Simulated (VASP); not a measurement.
# SiC (F-43m) in VASP: notebook, part 2 of 2

VASP 6.6.1.

### 4 Elastic constants, PBEsol

This run uses another cell than the first one, of 10.03 Å³/atom, 1.031 times its volume.

INCAR reads:

```
SYSTEM = SiC
PREC = Accurate ; ENCUT = 600
EDIFF = 1E-8 ; ISMEAR = 0
SIGMA = 0.01 ; LREAL = .FALSE.
LASPH = .TRUE. ; NELM = 100
ALGO = Normal ; ISIF = 3
LWAVE = .FALSE. ; LCHARG = .TRUE.
GGA = PS ; IBRION = 6
NFREE = 2 ; POTIM = 0.015
NSW = 1
```

KPOINTS reads:

```
Automatic mesh
0
G
  10 10 10
  0 0 0
```

POSCAR reads:

```
SiC
1.0
    0.0000000000      2.1568757167      2.1568757167
    2.1568757167      0.0000000000      2.1568757167
    2.1568757167      2.1568757167      0.0000000000
Si C
1 1
Direct
    0.0000000000      0.0000000000      0.0000000000
    0.7500000000      0.7500000000      0.7500000000
```

Potentials or basis: VASP PAW PBE potentials, release 64 (Si, C).

The run is started by

```console
$ cat potpaw_PBE.64/Si/POTCAR potpaw_PBE.64/C/POTCAR > POTCAR
$ mpirun -np 1 vasp_std > vasp.out
```

OUTCAR:

```text
SYSTEM = SiC
   PREC = Accurate
   ENCUT = 600
   EDIFF = 1E-8
   ISMEAR = 0
   LREAL = .FALSE.
   LASPH = .TRUE.
   NELM = 100
   ISIF = 3
   GGA = PS
   IBRION = 6
   NFREE = 2
   POTIM = 0.015
   NSW = 1

 ion  position               nearest neighbor table
   1  0.000  0.000  0.000-   2 1.87   2 1.87   2 1.87   2 1.87
   2  0.750  0.750  0.750-   1 1.87   1 1.87   1 1.87   1 1.87

  LATTYP: Found a face centered cubic cell.
 ALAT       =     4.3137514334

  Lattice vectors:

 A1 = (   0.0000000000,   2.1568757167,   2.1568757167)
 A2 = (   2.1568757167,   0.0000000000,   2.1568757167)
 A3 = (   2.1568757167,   2.1568757167,   0.0000000000)

Analysis of symmetry for initial positions (statically):
=====================================================================
 Subroutine PRICEL returns:
 Original cell was already a primitive cell.

 Routine SETGRP: Setting up the symmetry group for a
 face centered cubic supercell.

 Subroutine GETGRP returns: Found 24 space group operations
 (whereof 24 operations were pure point group operations)
 out of a pool of 48 trial point group operations.

The static configuration has the point symmetry T_d .

Analysis of symmetry for dynamics (positions and initial velocities):
=====================================================================
 Subroutine PRICEL returns:
 Original cell was already a primitive cell.

 Routine SETGRP: Setting up the symmetry group for a
 face centered cubic supercell.

 Subroutine GETGRP returns: Found 24 space group operations
 (whereof 24 operations were pure point group operations)
 out of a pool of 48 trial point group operations.

The dynamic configuration has the point symmetry T_d .

 Subroutine INISYM returns: Found 24 space group operations
 (whereof 24 operations are pure point group operations),
 and found     1 'primitive' translations

----------------------------------------------------------------------------------------

                                     Primitive cell

  volume of cell :      20.0681

  direct lattice vectors                    reciprocal lattice vectors
     0.000000000  2.156875717  2.156875717    -0.231816788  0.231816788  0.231816788
     2.156875717  0.000000000  2.156875717     0.231816788 -0.231816788  0.231816788
     2.156875717  2.156875717  0.000000000     0.231816788  0.231816788 -0.231816788

  length of vectors
     3.050282891  3.050282891  3.050282891     0.401518454  0.401518454  0.401518454

  position of ions in fractional coordinates (direct lattice)
[... 237 lines left out ...]

 number of electron       8.0000000 magnetization

------------------------ aborting loop because EDIFF is reached ----------------------------------------
[... 67 lines left out ...]
--------------------------------------- Ionic step       17  -------------------------------------------

 number of electron       8.0000000 magnetization

 Free energy of the ion-electron system (eV)
  ---------------------------------------------------
  ext. energy  EPLUGINS =         0.00000000
  ---------------------------------------------------
  free energy    TOTEN  =       -15.89937736 eV

  energy without entropy =      -15.89937736  energy(sigma->0) =      -15.89937736

 E-fermi :   8.6143     XC(G=0): -11.6371

 val. band max:        8.4741505456   @ k =   0.0000   0.0000   0.0000
 cond. band min:       9.6085120630   @ k =   0.5000   0.5000   0.0000
 fundamental gap:      1.1343615174
 Fermi energy:         8.6143096388

 k-point     1 :       0.0000    0.0000    0.0000
  band No.  band energies     occupation
      1      -7.2637      2.00000
      2       8.3314      2.00000
      3       8.4040      2.00000
      4       8.4742      2.00000
      5      14.9462      0.00000
      6      15.8333      0.00000
      7      15.8604      0.00000
      8      15.8893      0.00000
[... 243 lines left out ...]
 k-point    24 :       0.4000    0.3000    0.0000
  band No.  band energies     occupation
      1      -4.0243      2.00000
      2       2.8019      2.00000
      3       5.1327      2.00000
      4       5.7113      2.00000
      5      11.1867      0.00000
      6      14.0390      0.00000
      7      20.2848      0.00000
      8      20.5360      0.00000

 [... further k-points ...]

------------------------ aborting loop because EDIFF is reached ----------------------------------------

  FORCE on cell =-STRESS in cart. coord.  units (eV):
  Direction    XX          YY          ZZ          XY          YZ          ZX
  --------------------------------------------------------------------------------------
  -------------------------------------------------------------------------------------
  Total        0.9058469      0.9120405      0.9120405      0.0000000     -0.1538766      0.0000000
  in kB       72.3202691     72.8147459     72.8147459      0.0000000    -12.2850757      0.0000000
  external PRESSURE =      72.6499203 kB  Pullay stress =       0.0000000 kB
[... 17 lines left out ...]
  FREE ENERGIE OF THE ION-ELECTRON SYSTEM (eV)
  ---------------------------------------------------
  free  energy   TOTEN  =       -15.8993773614 eV

  energy  without entropy=      -15.8993773614  energy(sigma->0) =      -15.89937736

 INTERNAL STRAIN TENSORS FROM STRAINED CELLS
 ============================================

 INTERNAL STRAIN TENSOR FOR ION    1 for displacements in x,y,z  (eV/Angst):
          X           Y           Z          XY          YZ          ZX
  --------------------------------------------------------------------------------
  x     0.00000     0.00000    -0.00000    -0.00000   -10.26102     0.00000
  y    -0.00000    -0.00000    -0.00000     0.00000     0.00000   -10.26113
  z     0.00000     0.00000    -0.00000   -10.26100    -0.00000    -0.00000

 INTERNAL STRAIN TENSORS FROM DISPLACED ATOMS
 ============================================

 INTERNAL STRAIN TENSOR FOR ION    1 for displacements in x,y,z  (eV/Angst):
          X           Y           Z          XY          YZ          ZX
  --------------------------------------------------------------------------------
  x     0.00000     0.00000     0.00000     0.00000   -10.26961     0.00000
  y     0.00000     0.00000     0.00000     0.00000     0.00000   -10.26961
  z     0.00000     0.00000     0.00000   -10.26961     0.00000     0.00000

 INTERNAL STRAIN TENSOR FOR ION    2 for displacements in x,y,z  (eV/Angst):
          X           Y           Z          XY          YZ          ZX
  --------------------------------------------------------------------------------
  x     0.00000     0.00000     0.00000     0.00000    10.25669     0.00000
  y     0.00000     0.00000     0.00000     0.00000     0.00000    10.25669
  z     0.00000     0.00000     0.00000    10.25669     0.00000     0.00000

 Eigenvectors and eigenvalues of the dynamical matrix
 ----------------------------------------------------

   1 f  =   24.419620 THz   153.432996 2PiTHz  814.550836 cm-1   100.991387 meV
             X         Y         Z           dx          dy          dz
      0.000000  0.000000  0.000000    -0.547335    0.000000   -0.000000
      3.235314  3.235314  3.235314     0.836914   -0.000000   -0.000000
[... 21 lines left out ...]
   6 f/i=    0.000517 THz     0.003246 2PiTHz    0.017235 cm-1     0.002137 meV
             X         Y         Z           dx          dy          dz
      0.000000  0.000000  0.000000     0.019119   -0.387474   -0.741568
      3.235314  3.235314  3.235314     0.012503   -0.253405   -0.484979

--------------------------------------------------------------------------------------------------------

 ELASTIC MODULI CONTR FROM IONIC RELAXATION (kBar)
 Direction    XX          YY          ZZ          XY          YZ          ZX
 --------------------------------------------------------------------------------
 XX          -0.0000      0.0000      0.0000     -0.0000      0.0000     -0.0000
 YY           0.0000     -0.0000      0.0000     -0.0000     -0.0000      0.0000
 ZZ           0.0000      0.0000     -0.0000      0.0000     -0.0000     -0.0000
 XY          -0.0000     -0.0000      0.0000   -409.6658     -0.0000     -0.0000
 YZ           0.0000     -0.0000     -0.0000     -0.0000   -409.6658     -0.0000
 ZX          -0.0000      0.0000     -0.0000     -0.0000     -0.0000   -409.6658
 --------------------------------------------------------------------------------

 TOTAL ELASTIC MODULI (kBar)
 Direction    XX          YY          ZZ          XY          YZ          ZX
 --------------------------------------------------------------------------------
 XX        4091.5990   1569.6814   1569.6814      0.0000      0.0000     -0.0000
 YY        1569.6814   4091.5990   1569.6814     -0.0000      0.0000      0.0000
 ZZ        1569.6814   1569.6814   4091.5990      0.0000     -0.0000      0.0000
 XY           0.0000     -0.0000      0.0000   2559.2418     -0.0000     -0.0000
 YZ           0.0000      0.0000     -0.0000     -0.0000   2559.2418     -0.0000
 ZX          -0.0000      0.0000      0.0000     -0.0000     -0.0000   2559.2418
 --------------------------------------------------------------------------------
```

stdout:

```text
POSCAR found type information on POSCAR SiC
 POSCAR found :  2 types and       2 ions
 scaLAPACK will be used
 -----------------------------------------------------------------------------
|                                                                             |
|                                                                             |
|     You enforced a specific xc type in the INCAR file but a different       |
|     I HOPE YOU KNOW WHAT YOU ARE DOING!                                     |
[... 32 lines left out ...]
 Finite differences progress:
 bond charge predicted
 Finite differences progress:
 bond charge predicted
 Finite differences progress:
 bond charge predicted
 Finite differences progress:
 bond charge predicted
 Finite differences progress:
 bond charge predicted
 Finite differences progress:
 bond charge predicted
 Finite differences progress:
```

Run time: 100 s. Hardware: 1 thread of Intel Xeon 6975P-C (Granite Rapids), shared host; peak memory 0.24 GiB.

Results:

| Item | Value |
| --- | --- |
| Elastic constants C11, C12, C44 | 409, 157, 256 GPa |
| Voigt bulk modulus | 241 GPa |
| Highest phonon frequency at Γ, LO-TO splitting left out | 815 cm⁻¹ |

Phonon frequencies in cm⁻¹ (negative: imaginary):
| q point | frequencies |
| --- | --- |
| (0.000, 0.000, 0.000) | 0 0 0 815 815 815 |

Elastic tensor in Voigt notation (GPa, in the Cartesian axes of the cell as first typed):
```
409 157 157   0   0   0
157 409 157   0   0   0
157 157 409   0   0   0
  0   0   0 256   0   0
  0   0   0   0 256   0
  0   0   0   0   0 256
```

Clamped-ion elastic tensor (GPa):
```
409 157 157   0   0   0
157 409 157   0   0   0
157 157 409   0   0   0
  0   0   0 297   0   0
  0   0   0   0 297   0
  0   0   0   0   0 297
```

Caveat: the cell is under stress, which shifts elastic constants; the PAW data sets were made with another functional, which shifts forces and pressure a little.
